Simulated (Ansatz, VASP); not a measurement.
# NbTe: VASP beside Ansatz

INCAR

```
SYSTEM = NbTe
  ALGO = Normal
  EDIFF = 1E-6
  ENCUT = 520
  GGA = PE
  ISIF = 2
  ISMEAR = 0
  LASPH = .True.
  LCHARG = .True.
  LELF = .True.
  LREAL = .False.
  LVHAR = .True.
  LWAVE = .False.
  NBANDS = 16
  NELM = 100
  PREC = Accurate
  SIGMA = 0.017
```

KPOINTS

```
k-points
0
Gamma
  8 8 7
  0 0 0
```

POSCAR

```
NbTe
1.0
    3.7029743866      0.0000000000      0.0000000000
   -1.8514871933      3.2068698884      0.0000000000
    0.0000000000      0.0000000000      3.6942110000
Te Nb
1 1
Direct
    0.6666666667      0.3333333333      0.0000000000
    0.0000000000      0.0000000000      0.5000000000
```

File input.yaml:

```yaml
crystal:
  lattice:
    - [3.7029743866, 0.0, 0.0]
    - [-1.8514871933, 3.2068698884, 0.0]
    - [0.0, 0.0, 3.694211]
  atoms:
    - { symbol: Te, position: [0.6666666667, 0.3333333333, 0.0] }
    - { symbol: Nb, position: [0.0, 0.0, 0.5] }
hamiltonian:
  xc: pbe
  pseudopotentials: { kind: paw }
kpoints:
  mp_grid: { grid: [8, 8, 7] }
scf:
  occupations: { method: gaussian, width: 0.017 }
output:
  forces: true
  stress: true
  eigenvalues: true
```

Alike in both runs: task single point; functional PBE; k mesh 8 × 8 × 7; occupations gaussian, width 0.017 eV; no spin polarisation.

|  | VASP | Ansatz |
| --- | --- | --- |
| version | VASP 6.6.1 | Ansatz 0.2.0 |
| potentials or method | VASP PAW PBE potentials, release 64 (Te, Nb_sv) | Ansatz PAW |
| plane-wave cutoff (eV) | 520 | 420 |
| valence electrons in the cell | 19 | 29 |

Ansatz gave:

| Quantity | Value |
| --- | --- |
| gap on the k mesh at the Fermi level (eV) | none |
| pressure (GPa) | -0.6 |
| traceless stress, the component that is largest in VASP (GPa) | 0.88 |

**Question.** Estimate VASP's values.

**Answer.** gap on the k mesh at the Fermi level (eV): none; pressure (GPa): -0.8; traceless stress, the component that is largest in VASP (GPa): 0.83.

A gap of «none» marks a metal or a gap that the smearing closes. With one functional, cell and mesh, what is left measures potentials, basis and numerics. VASP's potentials hold 19 valence electrons a cell and Ansatz's 29, so a difference there can come from the potentials and not from the codes.

Spin-orbit coupling is off throughout.
